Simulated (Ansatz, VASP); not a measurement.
## Two plane-wave programs on C

```
C
1.0
     2.51158    0.00000    0.00000
    -1.25579    2.17510    0.00000
     0.00000    0.00000    4.18022
C
4
Direct
  0.33333 0.66667 0.06273
  0.66667 0.33333 0.56273
  0.66667 0.33333 0.93727
  0.33333 0.66667 0.43727
```

Alike in both runs: functional PBE; k mesh 12 × 12 × 8; no spin polarisation.

Ansatz relaxed the structure, and its values are those at the end. VASP's run is a single point on that final structure, the one shown.

|  | VASP | Ansatz |
| --- | --- | --- |
| version | VASP 6.6.1 | Ansatz 0.2.0 |
| potentials or method | VASP PAW PBE potentials, release 64 (C), cutoff 520 eV | scalar-relativistic, plane waves, PAW |
| occupations | gaussian, width 0.01 eV | fixed |
| valence electrons in the cell | 16 | 16 |

|  | VASP | Ansatz | Ansatz less VASP |
| --- | --- | --- | --- |
| gap on the k mesh at the Fermi level (eV) | 3.34 | 3.36 | +0.016 |
| least direct gap on the mesh (eV) | 4.96 | 4.97 | +0.011 |
| pressure (GPa) | 0.7 | 0.0 | -0.65 |
